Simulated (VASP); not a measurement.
# PrBe3Si (Cmmm) in VASP: relaxation of cell and atoms with PBE

Aim: the relaxation of cell and atoms of PrBe3Si with PBE.

Everything below comes from runs of VASP 6.6.1. Logs are shortened: lines on timing, memory, paths and dates and some standing lists are left out, and cuts for length are marked.

### 1 The cell of the first run

The structure is orthorhombic, space group Cmmm (No. 65). Conventional cell: a = 4.515 Å, b = 5.621 Å, c = 6.173 Å, α = 90.00°, β = 90.00°, γ = 90.00°. Within 3.1 Å of Pr (site symmetry mmm) lie 4 Be at 2.26 to 2.81 Å and 2 Si at 3.09 Å. Within 3.0 Å of Be (site symmetry mmm) lie 4 Pr at 2.26 to 2.81 Å. Within 2.4 Å of Be (site symmetry 2/m) lie 2 Si at 1.80 Å and 2 Be at 2.26 Å. Within 2.4 Å of Si (site symmetry mmm) lie 4 Be at 1.80 Å.

The cell was generated, and may not be a known phase.

### 2 Relaxation of cell and atoms, PBE

INCAR

```
PREC     = Accurate       # precision mode
ENCUT    = 600            # plane-wave cutoff, eV
EDIFF    = 1E-7           # SCF threshold, eV
ISMEAR   = 0              # smearing method
SIGMA    = 0.2            # smearing width, eV
LREAL    = F              # projectors in reciprocal space
LASPH    = T              # aspherical terms in the spheres
NELM     = 200            # most SCF steps
ALGO     = Normal         # electronic algorithm
ISIF     = 3              # what is computed and relaxed
LWAVE    = F              # write WAVECAR
LCHARG   = F              # write CHGCAR
GGA      = PE             # functional
IBRION   = 2              # ionic algorithm
NSW      = 36             # ionic steps
EDIFFG   = -0.08          # ionic threshold
GGA_COMPAT= F            
NELMIN   = 4            
LMAXMIX  = 6              # l up to which the mixer works
```

KPOINTS

```
regular mesh
0
Gamma
  5 5 3
```

POSCAR

```
PrBe3Si
1.0
    2.2576169200     -2.8105066900      0.0000000000
    2.2576169200      2.8105066900      0.0000000000
    0.0000000000      0.0000000000      6.1731748600
Pr Be Si
1 3 1
Direct
    0.0000000000      0.0000000000      0.0000000000
    0.5000000000      0.5000000000      0.0000000000
    0.0000000000      0.5000000000      0.5000000000
    0.5000000000      0.0000000000      0.5000000000
    0.0000000000      0.0000000000      0.5000000000
```

Potentials or basis: VASP PAW PBE potentials, release 64 (Pr_3, Be, Si), 4f in core.

Run with:

```sh
$ cat potpaw_PBE.64/Pr_3/POTCAR potpaw_PBE.64/Be/POTCAR potpaw_PBE.64/Si/POTCAR > POTCAR
$ mpirun -np 1 vasp_std > vasp.out
```

OUTCAR:

```text
PREC = Accurate
   ENCUT = 600
   EDIFF = 1E-7
   ISMEAR = 0
   LREAL = F
   LASPH = T
   NELM = 200
   ISIF = 3
   GGA = PE
   IBRION = 2
   NSW = 36
   EDIFFG = -0.08
   NELMIN = 4

 ion  position               nearest neighbor table
   1  0.000  0.000  0.000-   2 2.26   2 2.26   2 2.81   2 2.81   5 3.09   5 3.09
   2  0.500  0.500  0.000-   1 2.26   1 2.26   1 2.81   1 2.81
   3  0.000  0.500  0.500-   5 1.80   5 1.80   4 2.26   4 2.26
   4  0.500  0.000  0.500-   5 1.80   5 1.80   3 2.26   3 2.26
   5  0.000  0.000  0.500-   3 1.80   4 1.80   3 1.80   4 1.80   1 3.09   1 3.09

  LATTYP: Found a base centered orthorhombic cell.
 ALAT       =     4.5152338400
 B/A-ratio  =     1.2448997282
 C/A-ratio  =     1.3671882961

  Lattice vectors:

 A1 = (   2.2576169200,  -2.8105066900,   0.0000000000)
 A2 = (   2.2576169200,   2.8105066900,   0.0000000000)
 A3 = (   0.0000000000,   0.0000000000,   6.1731748600)

Analysis of symmetry for initial positions (statically):
=====================================================================
 Subroutine PRICEL returns:
 Original cell was already a primitive cell.

 Routine SETGRP: Setting up the symmetry group for a
 base centered orthorhombic supercell.

 Subroutine GETGRP returns: Found  8 space group operations
 (whereof  8 operations were pure point group operations)
 out of a pool of  8 trial point group operations.

The static configuration has the point symmetry D_2h.

Analysis of symmetry for dynamics (positions and initial velocities):
=====================================================================
 Subroutine PRICEL returns:
 Original cell was already a primitive cell.

 Routine SETGRP: Setting up the symmetry group for a
 base centered orthorhombic supercell.

 Subroutine GETGRP returns: Found  8 space group operations
 (whereof  8 operations were pure point group operations)
 out of a pool of  8 trial point group operations.

The dynamic configuration has the point symmetry D_2h.

 Subroutine INISYM returns: Found  8 space group operations
 (whereof  8 operations are pure point group operations),
 and found     1 'primitive' translations

----------------------------------------------------------------------------------------

                                     Primitive cell

  volume of cell :      78.3382

  direct lattice vectors                    reciprocal lattice vectors
     2.257616920 -2.810506690  0.000000000     0.221472472 -0.177903864  0.000000000
     2.257616920  2.810506690  0.000000000     0.221472472  0.177903864  0.000000000
     0.000000000  0.000000000  6.173174860     0.000000000  0.000000000  0.161991199

  length of vectors
     3.604966298  3.604966298  6.173174860     0.284077174  0.284077174  0.161991199

  position of ions in fractional coordinates (direct lattice)
     0.000000000  0.000000000  0.000000000
     0.500000000  0.500000000  0.000000000
     1.000000000  0.500000000  0.500000000
     0.500000000  1.000000000  0.500000000
     0.000000000  0.000000000  0.500000000

  ion indices of the primitive-cell ions
   primitive index   ion index
                 1           1
                 2           2
                 3           3
                 4           4
                 5           5

----------------------------------------------------------------------------------------

 KPOINTS: regular mesh

Automatic generation of k-mesh.
 Grid dimensions read from file:
 generate k-points for:    5    5    3

 Generating k-lattice:

  Cartesian coordinates                     Fractional coordinates (reciprocal lattice)
     0.044294494 -0.035580773  0.000000000     0.200000000 -0.000000000  0.000000000
     0.044294494  0.035580773  0.000000000    -0.000000000  0.200000000  0.000000000
     0.000000000  0.000000000  0.053997066     0.000000000  0.000000000  0.333333333

  Length of vectors
     0.056815435  0.056815435  0.053997066

  Shift w.r.t. Gamma in fractional coordinates (k-lattice)
     0.000000000  0.000000000  0.000000000

 Subroutine IBZKPT returns following result:
 ===========================================

 Found     18 irreducible k-points:

 Following reciprocal coordinates:
            Coordinates               Weight
  0.000000  0.000000  0.000000      1.000000
  0.200000 -0.000000  0.000000      4.000000
  0.400000 -0.000000  0.000000      4.000000
  0.200000  0.200000  0.000000      2.000000
  0.400000  0.200000  0.000000      4.000000
 -0.400000  0.200000  0.000000      4.000000
[... 10 lines left out ...]
  0.400000  0.400000  0.333333      4.000000
 -0.400000  0.400000  0.333333      4.000000
   k-points           NKPTS =     18   k-points in BZ     NKDIM =     18   number of bands    NBANDS=     14
   number of dos      NEDOS =    301   number of ions     NIONS =      5
   total plane-waves  NPLWV =  45000
   dimension x,y,z NGX =    30 NGY =   30 NGZ =   50
   dimension x,y,z NGXF=    60 NGYF=   60 NGZF=  100
   ions per type =               1   3   1
   NGX,Y,Z   is equivalent  to a cutoff of  13.83, 13.83, 13.47 a.u.
   NGXF,Y,Z  is equivalent  to a cutoff of  27.67, 27.67, 26.93 a.u.
 SYSTEM =  unknown system
   PREC   = accura    normal or accurate (medium, high low for compatibility)
   ISTART =      0    job   : 0-new  1-cont  2-samecut
   ICHARG =      2    charge: 1-file 2-atom 10-const
   ISPIN  =      1    spin polarized calculation?
   LNONCOLLINEAR =      F non collinear calculations
   LSORBIT =      F    spin-orbit coupling
   LASPH  =      T    aspherical Exc in radial PAW
   ENCUT  =  600.0 eV  44.10 Ry    6.64 a.u.   7.20  7.20 12.33*2*pi/ulx,y,z
   NELM   =    200;   NELMIN=  4; NELMDL= -5     # of ELM steps
   EDIFF  = 0.1E-06   stopping-criterion for ELM
   LREAL  =      F    real-space projection
   EDIFFG = -.8E-01   stopping-criterion for IOM
   NSW    =     36    number of steps for IOM
   IBRION =      2    ionic relax: 0-MD 1-quasi-New 2-CG
   NFREE  =      1    steps in history (QN), initial steepest desc. (CG)
   ISIF   =      3    stress and relaxation
   ISYM   =      2    0-nonsym 1-usesym 2-fastsym
   POTIM  = 0.5000    time-step for ionic-motion
   TEBEG  =    0.0;   TEEND  =   0.0 temperature during run
   PSTRESS=    0.0 pullay stress
   NELECT =      21.0000    total number of electrons
   NUPDOWN=      -1.0000    fix difference up-down
   EMIN   =  10.00;   EMAX   =-10.00  energy-range for DOS
   EFERMI =   0.00;   METHOD = LEGACY
   ISMEAR =     0;   SIGMA  =   0.20  broadening in eV -4-tet -1-fermi 0-gaus
   EFERMI_NEDOS =   21; number of points for ismear=-14 and -15
   IALGO  =     38    algorithm
   IMIX   =      4    mixing-type and parameters
     AMIX     =   0.40;   BMIX     =  1.00
     AMIX_MAG =   1.60;   BMIX_MAG =  1.00
  volume/ion in A,a.u.               =      15.67       105.73
  Fermi-wavevector in a.u.,A,eV,Ry     =   1.055577  1.994752 15.160207  1.114244
  Thomas-Fermi vector in A             =   2.190781
   LORBIT       =      0    0 simple, 1 ext, 2 COOP (PROOUT), +10 PAW based schemes
   GGA     = PE    functional components
   LHFCALC =     F    Hartree Fock is set to
   AEXX    =    0.0000 exact exchange contribution
   IVDW    =     0    specifies the selected vdW correction
   LEPSILON=     F    determine dielectric tensor
   LRPA    =     F    only Hartree local field effects (RPA)
 conjugate gradient relaxation of ions
 non-spin polarized calculation
 Gauss-broadening in eV      SIGMA  =   0.20
  energy-cutoff  :      600.00
  volume of cell :       78.34
 maximum number of plane-waves:      2623
 NGX is ok and might be reduce to    30
   NGX = 15   NGY = 15   NGZ = 25

--------------------------------------- Ionic step        1  -------------------------------------------

 number of electron      21.0000000 magnetization

 Free energy of the ion-electron system (eV)
  ---------------------------------------------------
  ext. energy  EPLUGINS =         0.00000000
  ---------------------------------------------------
  free energy    TOTEN  =       -13.71230558 eV

  energy without entropy =      -13.67481775  energy(sigma->0) =      -13.69356166

------------------------ aborting loop because EDIFF is reached ----------------------------------------

  FORCE on cell =-STRESS in cart. coord.  units (eV):
  Direction    XX          YY          ZZ          XY          YZ          ZX
  --------------------------------------------------------------------------------------
  -------------------------------------------------------------------------------------
  Total       26.8658042     23.9785691     -2.6786301      0.0000000      0.0000000      0.0000000
  in kB      549.4611343    490.4112183    -54.7835132      0.0000000      0.0000000      0.0000000
  external PRESSURE =     328.3629465 kB  Pullay stress =       0.0000000 kB
[... 98 lines left out ...]
  FREE ENERGIE OF THE ION-ELECTRON SYSTEM (eV)
  ---------------------------------------------------
  free  energy   TOTEN  =       -17.5742228185 eV

  energy  without entropy=      -17.5114393890  energy(sigma->0) =      -17.54283110

 E-fermi :   3.3050     XC(G=0):  -9.0920

 val. band max:        3.1754414154   @ k =   0.0000   0.0000   0.3333
 cond. band min:       3.3128740243   @ k =   0.2000   0.2000   0.0000
 fundamental gap:      0.1374326089
 Fermi energy:         3.3050047344

 k-point     1 :       0.0000    0.0000    0.0000
  band No.  band energies     occupation
      1     -32.4107      2.00000
      2     -14.6463      2.00000
      3     -14.3807      2.00000
      4     -14.2915      2.00000
      5      -6.0841      2.00000
      6      -0.2623      2.00000
      7       0.1399      2.00000
      8       0.4642      2.00000
      9       1.1630      2.00000
     10       2.8251      1.99931
     11       5.0603      0.00000
     12       5.2780      0.00000
     13       5.4450      0.00000
     14       5.9694      0.00000
[... 275 lines left out ...]
      1     -32.3944      2.00000
      2     -14.6511      2.00000
      3     -14.5177      2.00000
      4     -14.4578      2.00000
      5      -4.8504      2.00000
      6      -1.4121      2.00000
      7      -0.7816      2.00000
      8       0.4698      2.00000
      9       1.4716      2.00000
     10       2.1709      2.00000
     11       3.0490      1.92971
     12       3.3981      0.51016
     13       5.2813      0.00000
     14       5.9339      0.00000

[... ionic steps 4 to 8 ...]

--------------------------------------- Ionic step        9  -------------------------------------------

 number of electron      21.0000000 magnetization

------------------------ aborting loop because EDIFF is reached ----------------------------------------
[... 73 lines left out ...]
--------------------------------------- Ionic step       11  -------------------------------------------

 number of electron      21.0000000 magnetization

 Free energy of the ion-electron system (eV)
  ---------------------------------------------------
  ext. energy  EPLUGINS =         0.00000000
  ---------------------------------------------------
  free energy    TOTEN  =       -17.94939610 eV

  energy without entropy =      -17.88342692  energy(sigma->0) =      -17.91641151

 E-fermi :   3.2047     XC(G=0):  -9.0418

 val. band max:        3.1748616458   @ k =  -0.2000   0.2000   0.3333
 cond. band min:       3.3024701735   @ k =   0.4000  -0.0000   0.0000
 fundamental gap:      0.1276085278
 Fermi energy:         3.2047093048

 k-point     1 :       0.0000    0.0000    0.0000
  band No.  band energies     occupation
      1     -32.5356      2.00000
      2     -14.7384      2.00000
      3     -14.4557      2.00000
      4     -14.4495      2.00000
      5      -6.1244      2.00000
      6      -0.3359      2.00000
      7       0.2171      2.00000
      8       0.2389      2.00000
      9       1.0476      2.00000
     10       2.7467      1.99880
     11       4.9564      0.00000
     12       5.2994      0.00000
     13       5.3111      0.00000
     14       5.8778      0.00000
[... 319 lines left out ...]
  FREE ENERGIE OF THE ION-ELECTRON SYSTEM (eV)
  ---------------------------------------------------
  free  energy   TOTEN  =       -17.9493961008 eV

  energy  without entropy=      -17.8834269222  energy(sigma->0) =      -17.91641151

 reached required accuracy - stopping structural energy minimisation
```

It took 2.2 min on 1 thread of Intel Xeon 6975P-C (Granite Rapids), shared host; peak memory 0.23 GiB.

What came out:

```yaml
Free_energy: -17.9494 eV
Relaxed_volume: 20.25 Å³/atom
Relaxed_cell: a = 4.244 Å, b = 4.244 Å, c = 5.620 Å, α = 90.00°, β = 90.00°, γ = 90.30°
Space_group_after_relaxing_to_0.1_Å: P4/mmm (No. 123)
Energy_gained_by_relaxing: 847.4 meV/atom
Ionic_steps: 11
Pressure_after_relaxing: -0.2 GPa
Band_gap_on_the_k_mesh: zero (an odd number of electrons rules out a gap without spin polarisation)
```

Stress tensor (GPa, compression positive):
```
-0.12  0.00  0.00
 0.00 -0.24  0.00
 0.00  0.00 -0.29
```

Step by step:
```csv
step,energy change (eV),largest force (eV/Å),pressure (GPa),volume (Å³)
1,0.0000,0.0000,32.84,78.34
2,-3.6290,0.0000,-6.49,118.33
3,-3.8619,0.0000,-1.81,106.60
4,-3.8655,0.0000,-2.51,107.95
5,-4.0796,0.0000,-1.54,104.09
6,-4.1801,0.0000,0.16,99.93
7,-4.1817,0.0000,0.55,99.17
8,-4.2107,0.0000,0.36,99.80
9,-4.2335,0.0000,0.05,100.87
10,-4.2337,0.0000,0.02,100.98
11,-4.2371,0.0000,-0.22,101.23
```

Final structure:
```yaml
crystal:
  lattice:
    - [2.99314, -3.00884, 0.00000]
    - [2.99314, 3.00884, 0.00000]
    - [0.00000, 0.00000, 5.62029]
  atoms:
    - { symbol: Pr, position: [0.00000, 0.00000, 0.00000] }
    - { symbol: Be, position: [0.50000, 0.50000, 0.00000] }
    - { symbol: Be, position: [0.00000, 0.50000, 0.50000] }
    - { symbol: Be, position: [0.50000, 0.00000, 0.50000] }
    - { symbol: Si, position: [0.00000, 0.00000, 0.50000] }
```

Caveat: the volume moved by over 15 % at a fixed basis, so the end points are rough; spin-orbit coupling is left out, which moves the levels of the heavy elements; the 4f electrons are frozen in the core, so they carry no moment and show no levels.

The gap in the log of VASP goes by the Fermi energy; the results here count the filled bands.